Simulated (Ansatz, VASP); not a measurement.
Two plane-wave programs on Sb

Contents of INCAR:

```
SYSTEM = Sb
ALGO = Normal
EDIFF = 1E-6
EDIFFG = -0.001
ENCUT = 600
GGA = PS
IBRION = 2
ISIF = 3
ISMEAR = -1
LASPH = .TRUE.
LCHARG = .FALSE.
LREAL = .FALSE.
LWAVE = .FALSE.
NELM = 80
NSW = 80
PREC = Accurate
SIGMA = 0.15
```

File KPOINTS:

```
k-points
0
G
  14 14 14
  0 0 0
```

The input POSCAR:

```
Sb
1.0
    3.0616480556      0.0000000000      0.0000000000
    0.0000000000      3.0616480556      0.0000000000
    0.0000000000      0.0000000000      3.0616480556
Sb
1
Direct
    0.0000000000      0.0000000000      0.0000000000
```

Input for Ansatz:

```yaml
crystal:
  lattice:
    - [3.0616480556, 0.0, 0.0]
    - [0.0, 3.0616480556, 0.0]
    - [0.0, 0.0, 3.0616480556]
  atoms:
    - { symbol: Sb, position: [0.0, 0.0, 0.0] }
basis:
  ecutwfc: 420
kpoints:
  mp_grid: { grid: [14, 14, 14] }
hamiltonian:
  xc: pbesol
  pseudopotentials: { kind: paw, azcp: { folder: soft_1 } }
scf:
  occupations: { method: fermi_dirac, width: 0.15 }
output:
  forces: true
  stress: true
  eigenvalues: true
  write_density: true
  write_potential: true
  elf: true
  volumetric_format: npy
relax:
  adjacent_minimum: "off"
  f_tol: 0.001
  max_steps: 60
  cell: { stress_tol: 0.01 }
```

Alike in both runs: task relaxation of cell and atoms; functional PBEsol; k mesh 14 × 14 × 14; occupations fermi-dirac, width 0.15 eV; no spin polarisation.

```csv
,VASP,Ansatz
version,VASP 6.6.1,Ansatz 0.2.0
potentials or method,"VASP PAW PBE potentials, release 64 (Sb), cutoff 600 eV","scalar-relativistic, plane waves, PAW"
valence electrons in the cell,5,15
```

|  | VASP | Ansatz | Ansatz less VASP |
| --- | --- | --- | --- |
| gap on the k mesh at the Fermi level, each at its own relaxed structure (eV) | none | none | - |
| relaxed volume (Å³/atom) | 28.78 | 28.73 | -0.048 |
| relaxed cell length with the largest relative difference (Å) | 3.065 | 3.063 | -0.0017 |

VASP's potentials were made for PBE, not for PBEsol, and Ansatz warns of the same on its side. A gap of «none» marks a metal or a gap that the smearing closes. VASP's potentials hold 5 valence electrons a cell and Ansatz's 15, so a difference there can come from the potentials and not from the codes.

Spin-orbit coupling is off throughout.
